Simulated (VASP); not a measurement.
# MgS (P4/mmm) in VASP: further runs, part 2 of 2

VASP 6.6.1. Earlier steps stand in the parts before.

## (3) Relaxation of cell and atoms, PBE

The input, INCAR:

```
SYSTEM = MgS
PREC = Accurate ; ENCUT = 600
EDIFF = 1E-6 ; ISMEAR = 0
SIGMA = 0.1 ; LREAL = .FALSE.
LASPH = .TRUE. ; NELM = 60
ALGO = Normal ; ISIF = 3
LWAVE = .FALSE. ; LCHARG = .FALSE.
GGA = PE ; IBRION = 2
NSW = 90 ; EDIFFG = -0.04
```

The input, KPOINTS:

```
regular mesh
0
G
  6 6 4
  0 0 0
```

The input, POSCAR:

```
MgS
1.0
    3.1198067000      0.0000000000      0.0000000000
    0.0000000000      3.1198067000      0.0000000000
    0.0000000000      0.0000000000      4.2301085700
Mg S
1 1
Direct
    0.0000000000      0.0000000000      0.0000000000
    0.5000000000      0.5000000000      0.5000000000
```

Potentials or basis: VASP PAW PBE potentials, release 64 (Mg, S).

Started as:

```
cat potpaw_PBE.64/Mg/POTCAR potpaw_PBE.64/S/POTCAR > POTCAR
mpirun -np 1 vasp_std > vasp.out
```

OUTCAR:

```text
SYSTEM = MgS
   PREC = Accurate
   ENCUT = 600
   EDIFF = 1E-6
   ISMEAR = 0
   LREAL = .FALSE.
   LASPH = .TRUE.
   NELM = 60
   ISIF = 3
   GGA = PE
   IBRION = 2
   NSW = 90
   EDIFFG = -0.04

 ion  position               nearest neighbor table
   1  0.000  0.000  0.000-   2 3.06   2 3.06   2 3.06   2 3.06   2 3.06   2 3.06   2 3.06   2 3.06

   2  0.500  0.500  0.500-   1 3.06   1 3.06   1 3.06   1 3.06   1 3.06   1 3.06   1 3.06   1 3.06

  LATTYP: Found a simple tetragonal cell.
 ALAT       =     3.1198067000
 C/A-ratio  =     1.3558880331

  Lattice vectors:

 A1 = (   3.1198067000,   0.0000000000,   0.0000000000)
 A2 = (   0.0000000000,   3.1198067000,   0.0000000000)
 A3 = (   0.0000000000,   0.0000000000,   4.2301085700)

Analysis of symmetry for initial positions (statically):
=====================================================================
 Subroutine PRICEL returns:
 Original cell was already a primitive cell.

 Routine SETGRP: Setting up the symmetry group for a
 simple tetragonal supercell.

 Subroutine GETGRP returns: Found 16 space group operations
 (whereof 16 operations were pure point group operations)
 out of a pool of 16 trial point group operations.

The static configuration has the point symmetry D_4h.

Analysis of symmetry for dynamics (positions and initial velocities):
=====================================================================
 Subroutine PRICEL returns:
 Original cell was already a primitive cell.

 Routine SETGRP: Setting up the symmetry group for a
 simple tetragonal supercell.

 Subroutine GETGRP returns: Found 16 space group operations
 (whereof 16 operations were pure point group operations)
 out of a pool of 16 trial point group operations.

The dynamic configuration has the point symmetry D_4h.

 Subroutine INISYM returns: Found 16 space group operations
 (whereof 16 operations are pure point group operations),
 and found     1 'primitive' translations

----------------------------------------------------------------------------------------

                                     Primitive cell

  volume of cell :      41.1725

  direct lattice vectors                    reciprocal lattice vectors
     3.119806700  0.000000000  0.000000000     0.320532679  0.000000000  0.000000000
     0.000000000  3.119806700  0.000000000     0.000000000  0.320532679  0.000000000
     0.000000000  0.000000000  4.230108570     0.000000000  0.000000000  0.236400552

  length of vectors
     3.119806700  3.119806700  4.230108570     0.320532679  0.320532679  0.236400552

  position of ions in fractional coordinates (direct lattice)
     0.000000000  0.000000000  0.000000000
     0.500000000  0.500000000  0.500000000

  ion indices of the primitive-cell ions
   primitive index   ion index
                 1           1
                 2           2

----------------------------------------------------------------------------------------

 KPOINTS: regular mesh

Automatic generation of k-mesh.
 Grid dimensions read from file:
 generate k-points for:    6    6    4

 Generating k-lattice:

  Cartesian coordinates                     Fractional coordinates (reciprocal lattice)
     0.053422113  0.000000000  0.000000000     0.166666667  0.000000000  0.000000000
     0.000000000  0.053422113  0.000000000     0.000000000  0.166666667  0.000000000
     0.000000000  0.000000000  0.059100138     0.000000000  0.000000000  0.250000000

  Length of vectors
     0.053422113  0.053422113  0.059100138

  Shift w.r.t. Gamma in fractional coordinates (k-lattice)
     0.000000000  0.000000000  0.000000000

 Subroutine IBZKPT returns following result:
 ===========================================

 Found     30 irreducible k-points:

 Following reciprocal coordinates:
            Coordinates               Weight
  0.000000  0.000000  0.000000      1.000000
  0.166667  0.000000  0.000000      4.000000
  0.333333  0.000000  0.000000      4.000000
  0.500000  0.000000  0.000000      2.000000
  0.166667  0.166667  0.000000      4.000000
  0.333333  0.166667  0.000000      8.000000
[... 16 lines left out ...]
  0.333333  0.000000  0.500000      4.000000
  0.500000  0.000000  0.500000      2.000000
 [... further k-points ...]
   k-points           NKPTS =     30   k-points in BZ     NKDIM =     30   number of bands    NBANDS=      8
   number of dos      NEDOS =    301   number of ions     NIONS =      2
   total plane-waves  NPLWV =  28224
   dimension x,y,z NGX =    28 NGY =   28 NGZ =   36
   dimension x,y,z NGXF=    56 NGYF=   56 NGZF=   72
   ions per type =               1   1
   NGX,Y,Z   is equivalent  to a cutoff of  14.92, 14.92, 14.15 a.u.
   NGXF,Y,Z  is equivalent  to a cutoff of  29.84, 29.84, 28.30 a.u.
 SYSTEM =  MgS
   PREC   = accura    normal or accurate (medium, high low for compatibility)
   ISTART =      0    job   : 0-new  1-cont  2-samecut
   ICHARG =      2    charge: 1-file 2-atom 10-const
   ISPIN  =      1    spin polarized calculation?
   LNONCOLLINEAR =      F non collinear calculations
   LSORBIT =      F    spin-orbit coupling
   LASPH  =      T    aspherical Exc in radial PAW
   ENCUT  =  600.0 eV  44.10 Ry    6.64 a.u.   6.23  6.23  8.45*2*pi/ulx,y,z
   NELM   =     60;   NELMIN=  2; NELMDL= -5     # of ELM steps
   EDIFF  = 0.1E-05   stopping-criterion for ELM
   LREAL  =      F    real-space projection
   EDIFFG = -.4E-01   stopping-criterion for IOM
   NSW    =     90    number of steps for IOM
   IBRION =      2    ionic relax: 0-MD 1-quasi-New 2-CG
   NFREE  =      1    steps in history (QN), initial steepest desc. (CG)
   ISIF   =      3    stress and relaxation
   ISYM   =      2    0-nonsym 1-usesym 2-fastsym
   POTIM  = 0.5000    time-step for ionic-motion
   TEBEG  =    0.0;   TEEND  =   0.0 temperature during run
   PSTRESS=    0.0 pullay stress
   NELECT =       8.0000    total number of electrons
   NUPDOWN=      -1.0000    fix difference up-down
   EMIN   =  10.00;   EMAX   =-10.00  energy-range for DOS
   EFERMI =   0.00;   METHOD = LEGACY
   ISMEAR =     0;   SIGMA  =   0.10  broadening in eV -4-tet -1-fermi 0-gaus
   EFERMI_NEDOS =   21; number of points for ismear=-14 and -15
   IALGO  =     38    algorithm
   IMIX   =      4    mixing-type and parameters
     AMIX     =   0.40;   BMIX     =  1.00
     AMIX_MAG =   1.60;   BMIX_MAG =  1.00
  volume/ion in A,a.u.               =      20.59       138.92
  Fermi-wavevector in a.u.,A,eV,Ry     =   0.948206  1.791849 12.232915  0.899094
  Thomas-Fermi vector in A             =   2.076372
   LORBIT       =      0    0 simple, 1 ext, 2 COOP (PROOUT), +10 PAW based schemes
   GGA     = PE    functional components
   LHFCALC =     F    Hartree Fock is set to
   AEXX    =    0.0000 exact exchange contribution
   IVDW    =     0    specifies the selected vdW correction
   LEPSILON=     F    determine dielectric tensor
   LRPA    =     F    only Hartree local field effects (RPA)
 conjugate gradient relaxation of ions
 non-spin polarized calculation
 Gauss-broadening in eV      SIGMA  =   0.10
  energy-cutoff  :      600.00
  volume of cell :       41.17
 maximum number of plane-waves:      1393
 NGX is ok and might be reduce to    28
   NGX = 13   NGY = 13   NGZ = 17

--------------------------------------- Ionic step        1  -------------------------------------------

 number of electron       8.0000000 magnetization

 Free energy of the ion-electron system (eV)
  ---------------------------------------------------
  ext. energy  EPLUGINS =         0.00000000
  ---------------------------------------------------
  free energy    TOTEN  =        -6.10816074 eV

  energy without entropy =       -6.10462685  energy(sigma->0) =       -6.10639379

 E-fermi :   4.5327     XC(G=0):  -9.2418

 val. band max:        4.4237794005   @ k =   0.1667   0.0000   0.5000
 cond. band min:       4.6017581216   @ k =   0.3333   0.0000   0.5000
 fundamental gap:      0.1779787211
 Fermi energy:         4.5327180041

 k-point     1 :       0.0000    0.0000    0.0000
  band No.  band energies     occupation
      1      -9.3403      2.00000
      2       0.4758      2.00000
      3       1.9446      2.00000
      4       4.1116      2.00000
      5       4.1116      2.00000
      6       9.6922      0.00000
      7      10.1919      0.00000
      8      13.1795      0.00000
[... 502 lines left out ...]
  energy  without entropy=       -7.2196159493  energy(sigma->0) =       -7.22153719

--------------------------------------- Ionic step        8  -------------------------------------------

 number of electron       8.0000001 magnetization

 Free energy of the ion-electron system (eV)
  ---------------------------------------------------
  ext. energy  EPLUGINS =         0.00000000
  ---------------------------------------------------
  free energy    TOTEN  =        -7.22410998 eV

  energy without entropy =       -7.21993464  energy(sigma->0) =       -7.22202231

 E-fermi :   5.3347     XC(G=0):  -9.8353

 val. band max:        5.3210580225   @ k =   0.3333   0.0000   0.5000
 cond. band min:       5.4726806177   @ k =   0.5000   0.5000   0.0000
 fundamental gap:      0.1516225952
 Fermi energy:         5.3346536804

 k-point     1 :       0.0000    0.0000    0.0000
  band No.  band energies     occupation
      1      -8.6135      2.00000
      2       3.9869      2.00000
      3       4.0781      2.00000
      4       4.0781      2.00000
      5       6.1874      0.00000
      6       9.7469      0.00000
      7       9.7962      0.00000
      8      17.7886      0.00000
[... 282 lines left out ...]
  FREE ENERGIE OF THE ION-ELECTRON SYSTEM (eV)
  ---------------------------------------------------
  free  energy   TOTEN  =        -7.2241099758 eV

  energy  without entropy=       -7.2199346416  energy(sigma->0) =       -7.22202231

 reached required accuracy - stopping structural energy minimisation
```

CONTCAR:

```text
MgS
   1.00000000000000
     3.2623167120654593    0.0000000000000000    0.0000000000000000
     0.0000000000000000    3.2623167120654593   -0.0000000000000000
     0.0000000000000000   -0.0000000000000000    3.2814925122582594
  Mg              S
     1     1
Direct
     0.0000000000000000    0.0000000000000000    0.0000000000000000
     0.5000000000000000    0.5000000000000000    0.5000000000000000

  0.00000000E+00  0.00000000E+00  0.00000000E+00
  0.00000000E+00  0.00000000E+00  0.00000000E+00
```

It took 91 s on 1 thread of Intel Xeon 8259CL, shared host; peak memory 0.18 GiB.

What came out:

| Quantity | Value |
| --- | --- |
| Free energy | -7.2241 eV |
| Relaxed volume | 17.46 Å³/atom |
| Relaxed cell | a = 3.262 Å, b = 3.262 Å, c = 3.281 Å, α = 90.00°, β = 90.00°, γ = 90.00° |
| Space group after relaxing (to 0.05 Å) | Pm-3m (No. 221) |
| Energy gained by relaxing | 558.0 meV/atom |
| Ionic steps | 8 |
| Pressure after relaxing | 0.0 GPa |
| Band gap on the k mesh | zero (filled and empty bands touch) |

The path:
```csv
step,energy change (eV),largest force (eV/Å),pressure (GPa),volume (Å³)
1,0.0000,0.0000,-5.50,41.17
2,-0.9338,0.0000,-2.29,36.67
3,-1.1098,0.0000,0.55,34.63
4,-1.1129,0.0000,1.31,34.30
5,-1.1124,0.0000,0.96,34.45
6,-1.1153,0.0000,-0.38,35.12
7,-1.1153,0.0000,-0.28,35.07
8,-1.1159,0.0000,0.04,34.92
```

Final structure:
```yaml
crystal:
  lattice:
    - [3.26232, 0.00000, 0.00000]
    - [0.00000, 3.26232, 0.00000]
    - [0.00000, 0.00000, 3.28149]
  atoms:
    - { symbol: Mg, position: [0.00000, 0.00000, 0.00000] }
    - { symbol: S, position: [0.50000, 0.50000, 0.50000] }
```

Caveat: the k points lie up to 0.48 Å⁻¹ apart in the final cell; the volume moved by over 15 % at a fixed basis, so the end points are rough.
